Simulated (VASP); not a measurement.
# CdTe (F-43m) in VASP: a series of runs

CdTe is run at these levels: RPBE+D4, revPBE+D3(BJ), revPBE+D4, LDA; tasks: relaxation of cell and atoms, single point.

All numbers are computed with VASP 6.6.1; they aren't measurements. Logs are shortened: lines on timing, memory, paths and dates and some standing lists are left out, and cuts for length are marked.

## 1. The cell of the first run

Symmetry: F-43m, No. 216, cubic system. Conventional cell: a = 6.410 Å, b = 6.410 Å, c = 6.410 Å, α = 90.00°, β = 90.00°, γ = 90.00°. Within 3.7 Å of Te (site symmetry -43m) lie 4 Cd at 2.78 Å. Within 3.7 Å of Cd (site symmetry -43m) lie 4 Te at 2.78 Å.

## 2. Relaxation of cell and atoms, RPBE+D4

Contents of INCAR:

```
PREC     = Accurate       # precision mode
ENCUT    = 600            # plane-wave cutoff, eV
EDIFF    = 1E-6           # SCF threshold, eV
ISMEAR   = -1             # smearing method
SIGMA    = 0.05           # smearing width, eV
LREAL    = False          # projectors in reciprocal space
LASPH    = True           # aspherical terms in the spheres
NELM     = 60             # most SCF steps
ALGO     = Normal         # electronic algorithm
ISIF     = 3              # what is computed and relaxed
LWAVE    = False          # write WAVECAR
LCHARG   = False          # write CHGCAR
GGA      = RP             # functional
IVDW     = 13             # dispersion correction
IBRION   = 2              # ionic algorithm
NSW      = 60             # ionic steps
EDIFFG   = -0.01          # ionic threshold
```

Contents of KPOINTS:

```
regular mesh
0
Gamma
  7 7 7
```

Contents of POSCAR:

```
CdTe
1.0
    0.0000000000      3.2050000000      3.2050000000
    3.2050000000      0.0000000000      3.2050000000
    3.2050000000      3.2050000000      0.0000000000
Te Cd
1 1
Direct
    0.7500000000      0.7500000000      0.7500000000
    0.0000000000      0.0000000000      0.0000000000
```

Potentials or basis: VASP PAW PBE potentials, release 64 (Te, Cd).

Run with:

```
> cat potpaw_PBE.64/Te/POTCAR potpaw_PBE.64/Cd/POTCAR > POTCAR
> mpirun -np 1 vasp_std > vasp.out
```

OUTCAR:

```text
PREC = Accurate
   ENCUT = 600
   EDIFF = 1E-6
   ISMEAR = -1
   LREAL = False
   LASPH = True
   NELM = 60
   ISIF = 3
   GGA = RP
   IVDW = 13
   IBRION = 2
   NSW = 60
   EDIFFG = -0.01

 ion  position               nearest neighbor table
   1  0.750  0.750  0.750-   2 2.78   2 2.78   2 2.78   2 2.78
   2  0.000  0.000  0.000-   1 2.78   1 2.78   1 2.78   1 2.78

  LATTYP: Found a face centered cubic cell.
 ALAT       =     6.4100000000

  Lattice vectors:

 A1 = (   0.0000000000,   3.2050000000,   3.2050000000)
 A2 = (   3.2050000000,   0.0000000000,   3.2050000000)
 A3 = (   3.2050000000,   3.2050000000,   0.0000000000)

Analysis of symmetry for initial positions (statically):
=====================================================================
 Subroutine PRICEL returns:
 Original cell was already a primitive cell.

 Routine SETGRP: Setting up the symmetry group for a
 face centered cubic supercell.

 Subroutine GETGRP returns: Found 24 space group operations
 (whereof 24 operations were pure point group operations)
 out of a pool of 48 trial point group operations.

The static configuration has the point symmetry T_d .

Analysis of symmetry for dynamics (positions and initial velocities):
=====================================================================
 Subroutine PRICEL returns:
 Original cell was already a primitive cell.

 Routine SETGRP: Setting up the symmetry group for a
 face centered cubic supercell.

 Subroutine GETGRP returns: Found 24 space group operations
 (whereof 24 operations were pure point group operations)
 out of a pool of 48 trial point group operations.

The dynamic configuration has the point symmetry T_d .

 Subroutine INISYM returns: Found 24 space group operations
 (whereof 24 operations are pure point group operations),
 and found     1 'primitive' translations

----------------------------------------------------------------------------------------

                                     Primitive cell

  volume of cell :      65.8437

  direct lattice vectors                    reciprocal lattice vectors
     0.000000000  3.205000000  3.205000000    -0.156006240  0.156006240  0.156006240
     3.205000000  0.000000000  3.205000000     0.156006240 -0.156006240  0.156006240
     3.205000000  3.205000000  0.000000000     0.156006240  0.156006240 -0.156006240

  length of vectors
     4.532554467  4.532554467  4.532554467     0.270210734  0.270210734  0.270210734

  position of ions in fractional coordinates (direct lattice)
     0.750000000  0.750000000  0.750000000
[... 55 lines left out ...]
   k-points           NKPTS =     20   k-points in BZ     NKDIM =     20   number of bands    NBANDS=     13
   number of dos      NEDOS =    301   number of ions     NIONS =      2
   total plane-waves  NPLWV =  46656
   dimension x,y,z NGX =    36 NGY =   36 NGZ =   36
   dimension x,y,z NGXF=    72 NGYF=   72 NGZF=   72
   ions per type =               1   1
   NGX,Y,Z   is equivalent  to a cutoff of  13.20, 13.20, 13.20 a.u.
   NGXF,Y,Z  is equivalent  to a cutoff of  26.41, 26.41, 26.41 a.u.
 SYSTEM =  unknown system
   PREC   = accura    normal or accurate (medium, high low for compatibility)
   ISTART =      0    job   : 0-new  1-cont  2-samecut
   ICHARG =      2    charge: 1-file 2-atom 10-const
   ISPIN  =      1    spin polarized calculation?
   LNONCOLLINEAR =      F non collinear calculations
   LSORBIT =      F    spin-orbit coupling
   LASPH  =      T    aspherical Exc in radial PAW
   ENCUT  =  600.0 eV  44.10 Ry    6.64 a.u.   9.05  9.05  9.05*2*pi/ulx,y,z
   NELM   =     60;   NELMIN=  2; NELMDL= -5     # of ELM steps
   EDIFF  = 0.1E-05   stopping-criterion for ELM
   LREAL  =      F    real-space projection
   EDIFFG = -.1E-01   stopping-criterion for IOM
   NSW    =     60    number of steps for IOM
   IBRION =      2    ionic relax: 0-MD 1-quasi-New 2-CG
   NFREE  =      1    steps in history (QN), initial steepest desc. (CG)
   ISIF   =      3    stress and relaxation
   ISYM   =      2    0-nonsym 1-usesym 2-fastsym
   POTIM  = 0.5000    time-step for ionic-motion
   TEBEG  =    0.0;   TEEND  =   0.0 temperature during run
   PSTRESS=    0.0 pullay stress
   NELECT =      18.0000    total number of electrons
   NUPDOWN=      -1.0000    fix difference up-down
   EMIN   =  10.00;   EMAX   =-10.00  energy-range for DOS
   EFERMI =   0.00;   METHOD = LEGACY
   ISMEAR =    -1;   SIGMA  =   0.05  broadening in eV -4-tet -1-fermi 0-gaus
   EFERMI_NEDOS =   21; number of points for ismear=-14 and -15
   IALGO  =     38    algorithm
   IMIX   =      4    mixing-type and parameters
     AMIX     =   0.40;   BMIX     =  1.00
     AMIX_MAG =   1.60;   BMIX_MAG =  1.00
  volume/ion in A,a.u.               =      32.92       222.17
  Fermi-wavevector in a.u.,A,eV,Ry     =   1.062497  2.007828 15.359610  1.128899
  Thomas-Fermi vector in A             =   2.197950
   LORBIT       =      0    0 simple, 1 ext, 2 COOP (PROOUT), +10 PAW based schemes
   GGA     = RP    functional components
   LHFCALC =     F    Hartree Fock is set to
   AEXX    =    0.0000 exact exchange contribution
   IVDW    =    13    specifies the selected vdW correction
   LEPSILON=     F    determine dielectric tensor
   LRPA    =     F    only Hartree local field effects (RPA)
 conjugate gradient relaxation of ions
 non-spin polarized calculation
  energy-cutoff  :      600.00
  volume of cell :       65.84
 maximum number of plane-waves:      2213
   NGX = 19   NGY = 19   NGZ = 19

--------------------------------------- Ionic step        1  -------------------------------------------

 number of electron      17.9999995 magnetization

 Free energy of the ion-electron system (eV)
  ---------------------------------------------------
  ext. energy  EPLUGINS =         0.00000000
  ---------------------------------------------------
  free energy    TOTEN  =        -4.02228768 eV

  energy without entropy =       -4.02228723  energy(sigma->0) =       -4.02228745

------------------------ aborting loop because EDIFF is reached ----------------------------------------

  DFT-D4 for vdW energy calculation

  Edisp (eV):   -1.30758
[... 71 lines left out ...]
--------------------------------------- Ionic step        3  -------------------------------------------

 number of electron      18.0000001 magnetization

 Free energy of the ion-electron system (eV)
  ---------------------------------------------------
  ext. energy  EPLUGINS =         0.00000000
  ---------------------------------------------------
  free energy    TOTEN  =        -4.12493579 eV

  energy without entropy =       -4.12493382  energy(sigma->0) =       -4.12493480

 E-fermi :   2.7594     XC(G=0):  -8.2783

 val. band max:        2.2946828245   @ k =   0.0000   0.0000   0.0000
 cond. band min:       3.1588421470   @ k =   0.0000   0.0000   0.0000
 fundamental gap:      0.8641593225
 Fermi energy:         2.7593817365

 k-point     1 :       0.0000    0.0000    0.0000
  band No.  band energies     occupation
      1      -8.7282      2.00000
      2      -5.9365      2.00000
      3      -5.9365      2.00000
      4      -5.9365      2.00000
      5      -5.6919      2.00000
      6      -5.6919      2.00000
      7       2.2947      1.99982
      8       2.2947      1.99982
      9       2.2947      1.99982
     10       3.1588      0.00068
     11       6.9702      0.00000
     12       6.9702      0.00000
     13       6.9702      0.00000
[... 335 lines left out ...]
  FREE ENERGIE OF THE ION-ELECTRON SYSTEM (eV)
  ---------------------------------------------------
  free  energy   TOTEN  =        -5.3531168522 eV

  energy  without entropy=       -5.3531148811  energy(sigma->0) =       -5.35311587

 reached required accuracy - stopping structural energy minimisation
```

OSZICAR:

```text
N       E                     dE             d eps       ncg     rms          rms(c)
DAV:   1     0.114308463685E+03    0.11431E+03   -0.91657E+03   520   0.135E+03
DAV:   2     0.353696287283E+00   -0.11395E+03   -0.10930E+03   575   0.294E+02
DAV:   3    -0.418481636792E+01   -0.45385E+01   -0.45283E+01   640   0.614E+01
[... 25 lines left out ...]
DAV:   3    -0.412534162103E+01    0.31769E-02   -0.77862E-03   550   0.960E-01    0.364E-01
DAV:   4    -0.412493575498E+01    0.40587E-03   -0.88363E-04   555   0.249E-01    0.658E-02
DAV:   5    -0.412492691568E+01    0.88393E-05   -0.10504E-04   565   0.135E-01    0.480E-02
DAV:   6    -0.412493633160E+01   -0.94159E-05   -0.30903E-05   558   0.590E-02    0.132E-02
DAV:   7    -0.412493578620E+01    0.54541E-06   -0.20125E-06   476   0.174E-02
   3 F= -.53531169E+01 E0= -.53531159E+01  d E =-.232447E-01
```

CONTCAR:

```text
CdTe
   1.00000000000000
    -0.0000000000000000    3.2607448413983127    3.2607448413983127
     3.2607448413983127    0.0000000000000000    3.2607448413983127
     3.2607448413983127    3.2607448413983127   -0.0000000000000000
  Te              Cd
     1     1
Direct
     0.7500000000000000    0.7500000000000000    0.7500000000000000
     0.0000000000000000    0.0000000000000000    0.0000000000000000

  0.00000000E+00  0.00000000E+00  0.00000000E+00
  0.00000000E+00  0.00000000E+00  0.00000000E+00
```

Run time: 20 s. Hardware: 1 thread of Intel Xeon 6975P-C (Granite Rapids), shared host; peak memory 0.23 GiB.

What came out:

```
Free energy                            : -5.3531 eV
Relaxed volume                         : 34.67 Å³/atom
Relaxed cell                           : a = 4.611 Å, b = 4.611 Å, c = 4.611 Å, α = 60.00°, β = 60.00°, γ = 60.00°
Space group after relaxing (to 0.05 Å) : F-43m (No. 216)
Energy gained by relaxing              : 11.6 meV/atom
Ionic steps                            : 3
Pressure after relaxing                : 0.0 GPa
Band gap on the k mesh                 : 0.86 eV, direct
Dispersion energy per atom             : -0.614 eV
```

The path:
```csv
step,energy change (eV),largest force (eV/Å),pressure (GPa),volume (Å³)
1,0.0000,0.0000,2.24,65.84
2,-0.0216,0.0000,-0.51,70.33
3,-0.0232,0.0000,0.00,69.34
```

Final structure:
```cif
data_structure
_symmetry_space_group_name_H-M 'P 1'
_symmetry_Int_Tables_number 1
_cell_length_a 4.6114
_cell_length_b 4.6114
_cell_length_c 4.6114
_cell_angle_alpha 60.000
_cell_angle_beta 60.000
_cell_angle_gamma 60.000
_cell_volume 69.34
loop_
_atom_site_label
_atom_site_type_symbol
_atom_site_fract_x
_atom_site_fract_y
_atom_site_fract_z
_atom_site_occupancy
Te1 Te 0.75000 0.75000 0.75000 1
Cd1 Cd 0.00000 0.00000 0.00000 1
```

Caveat: the PAW data sets were made with another functional, which shifts forces and pressure a little; spin-orbit coupling is left out, which moves the levels of the heavy elements. Expect the measured gap to be larger: semilocal functionals such as RPBE lack the derivative discontinuity.

## 3. Relaxation of cell and atoms, revPBE+D3(BJ)

Contents of INCAR:

```
SYSTEM = CdTe
PREC = Accurate
ENCUT = 600
EDIFF = 1E-6
ISMEAR = -1
SIGMA = 0.05
LREAL = .FALSE.
LASPH = .TRUE.
NELM = 60
ALGO = Normal
ISIF = 3
LWAVE = .FALSE.
LCHARG = .FALSE.
GGA = RE
IVDW = 12
IBRION = 2
NSW = 60
EDIFFG = -0.01
```

Contents of KPOINTS:

```
regular mesh
0
G
  7 7 7
  0 0 0
```

POSCAR is that of step 2.

Potentials or basis: VASP PAW PBE potentials, release 64 (Te, Cd).

Run with:

```
> cat potpaw_PBE.64/Te/POTCAR potpaw_PBE.64/Cd/POTCAR > POTCAR
> mpirun -np 1 vasp_std > vasp.out
```

Wall time 21 s (1 thread of Intel Xeon 6975P-C (Granite Rapids), shared host); peak memory 0.23 GiB.

Results (log left out):

```
Free energy                            : -5.4777 eV
Relaxed volume                         : 34.21 Å³/atom
Relaxed cell                           : a = 4.591 Å, b = 4.591 Å, c = 4.591 Å, α = 60.00°, β = 60.00°, γ = 60.00°
Space group after relaxing (to 0.05 Å) : F-43m (No. 216)
Energy gained by relaxing              : 6.6 meV/atom
Ionic steps                            : 3
Pressure after relaxing                : 0.0 GPa
Band gap on the k mesh                 : 0.87 eV, direct
Dispersion energy per atom             : -0.644 eV
```

Step by step:
```tsv
step	energy change (eV)	largest force (eV/Å)	pressure (GPa)	volume (Å³)
1	0.0000	0.0000	1.72	65.84
2	-0.0119	0.0000	-0.48	69.27
3	-0.0132	0.0000	0.00	68.41
```

Final structure:
```yaml
crystal:
  lattice:
    - [0.00000, 3.24618, 3.24618]
    - [3.24618, 0.00000, 3.24618]
    - [3.24618, 3.24618, 0.00000]
  atoms:
    - { symbol: Te, position: [0.75000, 0.75000, 0.75000] }
    - { symbol: Cd, position: [0.00000, 0.00000, 0.00000] }
```

Levels at points of the mesh, in eV from the valence-band top:
| k point | band 6 | band 7 | band 8 | band 9 | band 10 | band 11 | band 12 | band 13 |
| --- | --- | --- | --- | --- | --- | --- | --- | --- |
| (0.00, 0.00, 0.00) | -8.02 | 0.00 | 0.00 | 0.00 | 0.87 | 4.65 | 4.65 | 4.65 |

Caveat: the PAW data sets were made with another functional, which shifts forces and pressure a little; spin-orbit coupling is left out, which moves the levels of the heavy elements. Zero-point motion and thermal expansion aren't in these numbers.

[end of part 1 of 2]
